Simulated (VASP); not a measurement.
Write the native input for VASP 6.6.1 that does the following.

```yaml
Task: single point
Functional: PBEsol
Potentials_or_basis: VASP PAW PBE potentials, release 64 (Pt)
Cutoff: 520 eV
k_mesh: 9 × 9 × 5
Occupations: methfessel-paxton, width 0.05 eV
Spin: no spin polarisation
Dipole_correction: no
Further_INCAR_settings: ALGO = Normal; EDIFF = 1e-06; NBANDS = 17
```

The structure of Pt lies in POSCAR:

```
Pt
1.0
    2.6388824663      0.0000000000      0.0000000000
   -1.3194412332      2.2853392534      0.0000000000
    0.0000000000      0.0000000000      4.5034294623
Pt
2
Direct
    0.3333333333      0.6666666667      0.2500000000
    0.6666666667      0.3333333333      0.7500000000
```

These files were run (other wordings do the same):

INCAR

```
PREC = Accurate
ENCUT = 520
EDIFF = 1E-6
ISMEAR = 1
SIGMA = 0.05
LREAL = False
LASPH = True
NELM = 100
ALGO = Normal
ISIF = 2
LWAVE = False
LCHARG = False
GGA = PS
NBANDS = 17
```

KPOINTS

```
Automatic mesh
0
Gamma
  9 9 5
```

Potentials or basis: VASP PAW PBE potentials, release 64 (Pt).

Command:

```console
$ cat potpaw_PBE.64/Pt/POTCAR > POTCAR
$ mpirun -np 1 vasp_std > vasp.out
```

Results of the run:

The pressure is 39.7 GPa and the band gap on the k mesh is zero (band 10 reaches 13.66 eV, above the bottom of band 11 at 12.37 eV).

Caveat: the PAW data sets were made with another functional, which shifts forces and pressure a little; spin-orbit coupling is left out, which moves the levels of the heavy elements.

Run time: 14 s on 1 thread of Intel(R) Xeon(R) Platinum 8488C (Sapphire Rapids) (shared host), peak memory 0.14 GiB.
